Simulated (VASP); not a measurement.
Fe: single point with LDA

Fe:

```
CELL_PARAMETERS angstrom
-1.41354 1.41354 1.41354
1.41354 -1.41354 1.41354
1.41354 1.41354 -1.41354
ATOMIC_POSITIONS crystal
Fe 0.00000 0.00000 0.00000
```

- Program: VASP 6.6.1
- Task: single point
- Functional: LDA
- Potentials or basis: VASP PAW LDA potentials, release 64 (Fe_sv)
- Cutoff: 600 eV
- k mesh: 13 × 13 × 13
- Occupations: fermi-dirac, width 0.05 eV
- Spin: collinear spin, ferromagnetic start
- Starting moments: [3.0] μB
- Dipole correction: no
- Second run: valence_matched
- Further INCAR settings: ALGO = Normal; EDIFF = 1e-06; NBANDS = 18

| Item | Value |
| --- | --- |
| Pressure | -21.7 GPa |
| Net moment | 2.05 μB per cell |
| Site moments | Fe +2.02 μB |
| Valence electrons inside the program's atomic spheres | Fe 13.75 |

Levels at points of the mesh, in eV from the Fermi level:
Spin up:
```tsv
k point	band 5	band 6	band 7	band 8	band 9	band 10	band 11	band 12	band 13	band 14
(0.00, 0.00, 0.00)	-8.64	-2.31	-2.31	-2.31	-0.95	-0.95	24.34	24.34	24.34	29.92
```
Spin down:
```
           k point  band 5  band 6  band 7  band 8  band 9  band 10
(0.00, 0.00, 0.00)   -8.29   -0.63   -0.63   -0.63    1.25     1.25
```

Run time: 23 s on 1 thread of AMD EPYC 9R45 96-Core Processor (Zen 5), with other jobs on the host, peak memory 0.11 GiB.
